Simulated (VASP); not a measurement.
HgF3: single point with RPBE

The system is HgF3.

```
CELL_PARAMETERS angstrom
0.00000 2.86317 2.86317
2.86317 0.00000 2.86317
2.86317 2.86317 0.00000
ATOMIC_POSITIONS crystal
Hg 0.00000 0.00000 0.00000
F 0.50000 0.50000 0.50000
F 0.75000 0.75000 0.75000
F 0.25000 0.25000 0.25000
```

- Program: VASP 6.6.1
- Task: single point
- Functional: RPBE
- Potentials or basis: VASP PAW PBE potentials, release 64 (Hg, F)
- Cutoff: 520 eV
- k mesh: 8 × 8 × 8
- Occupations: gaussian, width 0.1 eV
- Spin: no spin polarisation
- Dipole correction: no
- Further INCAR settings: ALGO = Normal; EDIFF = 1e-06; NBANDS = 24

```yaml
Pressure: 7.1 GPa
```

Levels at points of the mesh, in eV from the Fermi level:
| k point | band 13 | band 14 | band 15 | band 16 | band 17 | band 18 | band 19 | band 20 | band 21 | band 22 |
| --- | --- | --- | --- | --- | --- | --- | --- | --- | --- | --- |
| (0.00, 0.00, 0.00) | -0.61 | -0.61 | -0.56 | -0.56 | -0.56 | 1.43 | 12.87 | 12.87 | 12.87 | 18.72 |
| (0.50, 0.00, 0.00) | -1.20 | -1.20 | -0.28 | 0.12 | 0.12 | 4.39 | 10.03 | 12.46 | 12.46 | 20.04 |
| (0.50, 0.50, 0.00) | -1.15 | -0.59 | -0.59 | -0.15 | -0.15 | 4.44 | 10.16 | 13.34 | 13.34 | 17.18 |

It took 85 s on 1 thread of AMD EPYC 7R13 Processor (Zen 3) (shared host), peak memory 0.15 GiB.

Caveat: the PAW data sets were made with another functional, which shifts forces and pressure a little; spin-orbit coupling is left out, which moves the levels of the heavy elements; an odd number of electrons without spin polarisation forces a metal; a magnetic or distorted state may lie lower.
